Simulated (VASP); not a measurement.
# TaN (P6_3mc) in VASP: single point with PBEsol+D4

Aim: the single point of TaN with PBEsol+D4.

All numbers are computed with VASP 6.6.1; they aren't measurements. Logs are shortened: lines on timing, memory, paths and dates and some standing lists are left out, and cuts for length are marked.

## 1. The cell of the first run

Symmetry: P6_3mc, No. 186, hexagonal system. The conventional cell has a = 3.124 Å, b = 3.124 Å, c = 6.048 Å, α = 90.00°, β = 90.00°, γ = 120.00°. Within 2.6 Å of Ta (site symmetry 3m) lie 4 N at 1.97 to 2.09 Å. Within 2.6 Å of N (site symmetry 3m) lie 4 Ta at 1.97 to 2.09 Å.

## 2. Single point, PBEsol+D4

Contents of INCAR:

```
SYSTEM = TaN
  PREC = Accurate
  ENCUT = 700
  EDIFF = 1E-6
  ISMEAR = -1
  SIGMA = 0.02
  LREAL = .FALSE.
  LASPH = .TRUE.
  NELM = 120
  ALGO = Normal
  ISIF = 2
  LWAVE = .FALSE.
  LCHARG = .FALSE.
  GGA = PS
  IVDW = 13
  NBANDS = 26
  GGA_COMPAT = .FALSE.
```

Contents of KPOINTS:

```
regular mesh
0
G
  10 10 5
  0 0 0
```

Contents of POSCAR:

```
TaN
1.0
    3.1237644157      0.0000000000      0.0000000000
   -1.5618822078      2.7052593394      0.0000000000
    0.0000000000      0.0000000000      6.0477078218
Ta N
2 2
Direct
    0.3333333333      0.6666666667      0.0298993550
    0.6666666667      0.3333333333      0.5298993550
    0.3333333333      0.6666666667      0.3551006450
    0.6666666667      0.3333333333      0.8551006450
```

Potentials or basis: VASP PAW PBE potentials, release 64 (Ta_sv_GW, N).

Command:

```console
$ cat potpaw_PBE.64/Ta_sv_GW/POTCAR potpaw_PBE.64/N/POTCAR > POTCAR
$ mpirun -np 1 vasp_std > vasp.out
```

OUTCAR:

```text
SYSTEM = TaN
   PREC = Accurate
   ENCUT = 700
   EDIFF = 1E-6
   ISMEAR = -1
   LREAL = .FALSE.
   LASPH = .TRUE.
   NELM = 120
   ISIF = 2
   GGA = PS
   IVDW = 13

 ion  position               nearest neighbor table
   1  0.333  0.667  0.030-   3 1.97   4 2.09   4 2.09   4 2.09
   2  0.667  0.333  0.530-   4 1.97   3 2.09   3 2.09   3 2.09
   3  0.333  0.667  0.355-   1 1.97   2 2.09   2 2.09   2 2.09
   4  0.667  0.333  0.855-   2 1.97   1 2.09   1 2.09   1 2.09

  LATTYP: Found a hexagonal cell.
 ALAT       =     3.1237644157
 C/A-ratio  =     1.9360319848

  Lattice vectors:

 A1 = (   3.1237644157,   0.0000000000,   0.0000000000)
 A2 = (  -1.5618822078,   2.7052593394,   0.0000000000)
 A3 = (   0.0000000000,   0.0000000000,   6.0477078218)

Analysis of symmetry for initial positions (statically):
=====================================================================
 Subroutine PRICEL returns:
 Original cell was already a primitive cell.

 Routine SETGRP: Setting up the symmetry group for a
 hexagonal supercell.

 Subroutine GETGRP returns: Found 12 space group operations
 (whereof  6 operations were pure point group operations)
 out of a pool of 24 trial point group operations.

The static configuration has the point symmetry C_3v.
 The point group associated with its full space group is C_6v.

Analysis of symmetry for dynamics (positions and initial velocities):
=====================================================================
 Subroutine PRICEL returns:
 Original cell was already a primitive cell.

 Routine SETGRP: Setting up the symmetry group for a
 hexagonal supercell.

 Subroutine GETGRP returns: Found 12 space group operations
 (whereof  6 operations were pure point group operations)
 out of a pool of 24 trial point group operations.

The dynamic configuration has the point symmetry C_3v.
 The point group associated with its full space group is C_6v.

 Subroutine INISYM returns: Found 12 space group operations
 (whereof  6 operations are pure point group operations),
 and found     1 'primitive' translations

----------------------------------------------------------------------------------------

                                     Primitive cell

  volume of cell :      51.1067

  direct lattice vectors                    reciprocal lattice vectors
     3.123764416  0.000000000  0.000000000     0.320126574  0.184825164  0.000000000
    -1.561882208  2.705259339  0.000000000     0.000000000  0.369650327  0.000000000
     0.000000000  0.000000000  6.047707822     0.000000000  0.000000000  0.165351903

  length of vectors
     3.123764416  3.123764416  6.047707822     0.369650327  0.369650327  0.165351903

  position of ions in fractional coordinates (direct lattice)
     0.333333333  0.666666667  0.029899355
     0.666666667  0.333333333  0.529899355
     0.333333333  0.666666667  0.355100645
     0.666666667  0.333333333  0.855100645

  ion indices of the primitive-cell ions
   primitive index   ion index
                 1           1
                 2           2
                 3           3
                 4           4

----------------------------------------------------------------------------------------

 KPOINTS: regular mesh

Automatic generation of k-mesh.
 Grid dimensions read from file:
 generate k-points for:   10   10    5

 Generating k-lattice:

  Cartesian coordinates                     Fractional coordinates (reciprocal lattice)
     0.032012657  0.018482516  0.000000000     0.100000000  0.000000000  0.000000000
     0.000000000  0.036965033  0.000000000     0.000000000  0.100000000  0.000000000
     0.000000000  0.000000000  0.033070381     0.000000000  0.000000000  0.200000000

  Length of vectors
     0.036965033  0.036965033  0.033070381

  Shift w.r.t. Gamma in fractional coordinates (k-lattice)
     0.000000000  0.000000000  0.000000000

 Subroutine IBZKPT returns following result:
 ===========================================

 Found     42 irreducible k-points:

 Following reciprocal coordinates:
            Coordinates               Weight
  0.000000  0.000000  0.000000      1.000000
  0.100000  0.000000  0.000000      6.000000
  0.200000  0.000000  0.000000      6.000000
  0.300000  0.000000  0.000000      6.000000
  0.400000  0.000000  0.000000      6.000000
  0.500000  0.000000  0.000000      3.000000
[... 16 lines left out ...]
  0.300000  0.100000  0.200000     24.000000
  0.400000  0.100000  0.200000     24.000000
 [... further k-points ...]
   k-points           NKPTS =     42   k-points in BZ     NKDIM =     42   number of bands    NBANDS=     26
   number of dos      NEDOS =    301   number of ions     NIONS =      4
   total plane-waves  NPLWV =  42336
   dimension x,y,z NGX =    28 NGY =   28 NGZ =   54
   dimension x,y,z NGXF=    56 NGYF=   56 NGZF=  108
   ions per type =               2   2
   NGX,Y,Z   is equivalent  to a cutoff of  14.90, 14.90, 14.84 a.u.
   NGXF,Y,Z  is equivalent  to a cutoff of  29.80, 29.80, 29.69 a.u.
 SYSTEM =  TaN
   PREC   = accura    normal or accurate (medium, high low for compatibility)
   ISTART =      0    job   : 0-new  1-cont  2-samecut
   ICHARG =      2    charge: 1-file 2-atom 10-const
   ISPIN  =      1    spin polarized calculation?
   LNONCOLLINEAR =      F non collinear calculations
   LSORBIT =      F    spin-orbit coupling
   LASPH  =      T    aspherical Exc in radial PAW
   ENCUT  =  700.0 eV  51.45 Ry    7.17 a.u.   6.74  6.74 13.05*2*pi/ulx,y,z
   NELM   =    120;   NELMIN=  2; NELMDL= -5     # of ELM steps
   EDIFF  = 0.1E-05   stopping-criterion for ELM
   LREAL  =      F    real-space projection
[... 7 lines left out ...]
   TEBEG  =    0.0;   TEEND  =   0.0 temperature during run
   PSTRESS=    0.0 pullay stress
   NELECT =      36.0000    total number of electrons
   NUPDOWN=      -1.0000    fix difference up-down
   EMIN   =  10.00;   EMAX   =-10.00  energy-range for DOS
   EFERMI =   0.00;   METHOD = LEGACY
   ISMEAR =    -1;   SIGMA  =   0.02  broadening in eV -4-tet -1-fermi 0-gaus
   EFERMI_NEDOS =   21; number of points for ismear=-14 and -15
   IALGO  =     38    algorithm
   IMIX   =      4    mixing-type and parameters
     AMIX     =   0.40;   BMIX     =  1.00
     AMIX_MAG =   1.60;   BMIX_MAG =  1.00
  volume/ion in A,a.u.               =      12.78        86.22
  Fermi-wavevector in a.u.,A,eV,Ry     =   1.456631  2.752634 28.868502  2.121775
  Thomas-Fermi vector in A             =   2.573527
   LORBIT       =      0    0 simple, 1 ext, 2 COOP (PROOUT), +10 PAW based schemes
   GGA     = PS    functional components
   LHFCALC =     F    Hartree Fock is set to
   AEXX    =    0.0000 exact exchange contribution
   IVDW    =    13    specifies the selected vdW correction
   LEPSILON=     F    determine dielectric tensor
   LRPA    =     F    only Hartree local field effects (RPA)
 non-spin polarized calculation
  energy-cutoff  :      700.00
  volume of cell :       51.11
 maximum number of plane-waves:      2168
 NGX is ok and might be reduce to    28
   NGX = 13   NGY = 13   NGZ = 27

 number of electron      36.0000002 magnetization

 Free energy of the ion-electron system (eV)
  ---------------------------------------------------
  ext. energy  EPLUGINS =         0.00000000
  ---------------------------------------------------
  free energy    TOTEN  =       -50.88875567 eV

  energy without entropy =      -50.88736519  energy(sigma->0) =      -50.88806043

 E-fermi :  10.0807     XC(G=0): -12.7108

 val. band max:       10.0802154496   @ k =   0.1000   0.0000   0.4000
 cond. band min:      10.1433050696   @ k =   0.0000   0.0000   0.4000
 fundamental gap:      0.0630896199
 Fermi energy:        10.0807426764

 k-point     1 :       0.0000    0.0000    0.0000
  band No.  band energies     occupation
      1     -58.5804      2.00000
      2     -58.5690      2.00000
      3     -25.4590      2.00000
      4     -25.0887      2.00000
      5     -24.8220      2.00000
      6     -24.8220      2.00000
[... 18 lines left out ...]
     25      15.2220      0.00000
     26      16.9033      0.00000

 k-point     2 :       0.1000    0.0000    0.0000
  band No.  band energies     occupation
      1     -58.5769      2.00000
      2     -58.5660      2.00000
      3     -25.4425      2.00000
      4     -25.0875      2.00000
      5     -24.8797      2.00000
      6     -24.8508      2.00000
[... 18 lines left out ...]
     25      15.8792      0.00000
     26      16.3352      0.00000

 k-point     3 :       0.2000    0.0000    0.0000
  band No.  band energies     occupation
      1     -58.5675      2.00000
      2     -58.5581      2.00000
      3     -25.3981      2.00000
      4     -25.0869      2.00000
      5     -25.0274      2.00000
      6     -25.0028      2.00000
[... 18 lines left out ...]
     25      15.8960      0.00000
     26      17.3509      0.00000

 k-point     4 :       0.3000    0.0000    0.0000
  band No.  band energies     occupation
      1     -58.5558      2.00000
      2     -58.5484      2.00000
      3     -25.3460      2.00000
      4     -25.2035      2.00000
      5     -25.1821      2.00000
      6     -25.0872      2.00000
[... 18 lines left out ...]
     25      15.6860      0.00000
     26      17.1776      0.00000

 k-point     5 :       0.4000    0.0000    0.0000
  band No.  band energies     occupation
      1     -58.5460      2.00000
      2     -58.5410      2.00000
      3     -25.3795      2.00000
      4     -25.3334      2.00000
      5     -25.2431      2.00000
      6     -25.1003      2.00000
[... 18 lines left out ...]
     25      15.5769      0.00000
     26      16.1380      0.00000

 k-point     6 :       0.5000    0.0000    0.0000
  band No.  band energies     occupation
      1     -58.5421      2.00000
      2     -58.5383      2.00000
      3     -25.4261      2.00000
      4     -25.3851      2.00000
      5     -25.2230      2.00000
      6     -25.1109      2.00000
[... 427 lines left out ...]
 k-point    21 :       0.1000    0.1000    0.2000
  band No.  band energies     occupation
      1     -58.5695      2.00000
      2     -58.5614      2.00000
      3     -25.3835      2.00000
      4     -25.1231      2.00000
      5     -24.9713      2.00000
      6     -24.9539      2.00000
[... 18 lines left out ...]
     25      15.6237      0.00000
     26      16.4067      0.00000

 k-point    22 :       0.2000    0.1000    0.2000
  band No.  band energies     occupation
      1     -58.5591      2.00000
      2     -58.5525      2.00000
      3     -25.3426      2.00000
      4     -25.1566      2.00000
      5     -25.1146      2.00000
      6     -25.0751      2.00000
[... 18 lines left out ...]
     25      15.6403      0.00000
     26      17.0161      0.00000

 k-point    23 :       0.3000    0.1000    0.2000
  band No.  band energies     occupation
      1     -58.5485      2.00000
      2     -58.5438      2.00000
      3     -25.3396      2.00000
      4     -25.2841      2.00000
      5     -25.2116      2.00000
      6     -25.1015      2.00000
[... 18 lines left out ...]
     25      16.1543      0.00000
     26      16.2724      0.00000

 k-point    24 :       0.4000    0.1000    0.2000
  band No.  band energies     occupation
      1     -58.5417      2.00000
      2     -58.5386      2.00000
      3     -25.4026      2.00000
      4     -25.3687      2.00000
      5     -25.2015      2.00000
      6     -25.1135      2.00000
[... 18 lines left out ...]
     25      15.2751      0.00000
     26      16.1620      0.00000

 [... further k-points ...]

------------------------ aborting loop because EDIFF is reached ----------------------------------------

  DFT-D4 for vdW energy calculation

  Edisp (eV):   -0.62871

  FORCE on cell =-STRESS in cart. coord.  units (eV):
  Direction    XX          YY          ZZ          XY          YZ          ZX
  --------------------------------------------------------------------------------------
  -------------------------------------------------------------------------------------
  Total      -0.66488    -0.66488    -0.69697    -0.00000     0.00000     0.00000
  in kB     -20.84390   -20.84390   -21.84962    -0.00000     0.00000     0.00000
  external pressure =      -21.18 kB  Pullay stress =        0.00 kB

 VOLUME and BASIS-vectors are now :
 -----------------------------------------------------------------------------
  energy-cutoff  :      700.00
  volume of cell :       51.11
      direct lattice vectors                 reciprocal lattice vectors
     3.123764416  0.000000000  0.000000000     0.320126574  0.184825164  0.000000000
    -1.561882208  2.705259339  0.000000000     0.000000000  0.369650327  0.000000000
     0.000000000  0.000000000  6.047707822     0.000000000  0.000000000  0.165351903

 POSITION                                       TOTAL-FORCE (eV/Angst)
 -----------------------------------------------------------------------------------
     -0.00000      1.80351      0.18082         0.000000     -0.000000     -0.015168
      1.56188      0.90175      3.20468        -0.000000      0.000000     -0.015168
     -0.00000      1.80351      2.14754         0.000000     -0.000000      0.015168
      1.56188      0.90175      5.17140         0.000000      0.000000      0.015168
 -----------------------------------------------------------------------------------
    total drift:                               -0.000001      0.000000      0.000082

  FREE ENERGIE OF THE ION-ELECTRON SYSTEM (eV)
  ---------------------------------------------------
  free  energy   TOTEN  =       -51.5174666612 eV

  energy  without entropy=      -51.5160761797  energy(sigma->0) =      -51.51677142
```

Run time: 52 s. Hardware: 1 thread of Intel Xeon 6975P-C (Granite Rapids), shared host; peak memory 0.23 GiB.

Results:

```yaml
Free_energy: -51.5175 eV
Pressure: -2.1 GPa
Largest_force: 0.015 eV/Å
Band_gap_on_the_k_mesh: zero (bands 18 and 19 overlap by 0.48 eV)
Dispersion_energy_per_atom: -0.157 eV
```

Forces on the atoms (eV/Å):
```
Ta   0.000  0.000 -0.015
Ta   0.000  0.000 -0.015
N    0.000  0.000  0.015
N    0.000  0.000  0.015
```

Levels at points of the mesh, in eV from the Fermi level:
```tsv
k point	band 16	band 17	band 18	band 19	band 20	band 21
(0.00, 0.00, 0.00)	-4.61	-0.80	-0.65	0.12	0.12	2.22
(0.50, 0.00, 0.00)	-3.74	-2.36	-0.48	1.20	2.20	2.73
```

Caveat: the PAW data sets were made with another functional, which shifts forces and pressure a little; spin-orbit coupling is left out, which moves the levels of the heavy elements.

The gap in the log of VASP goes by the Fermi energy; the results here count the filled bands.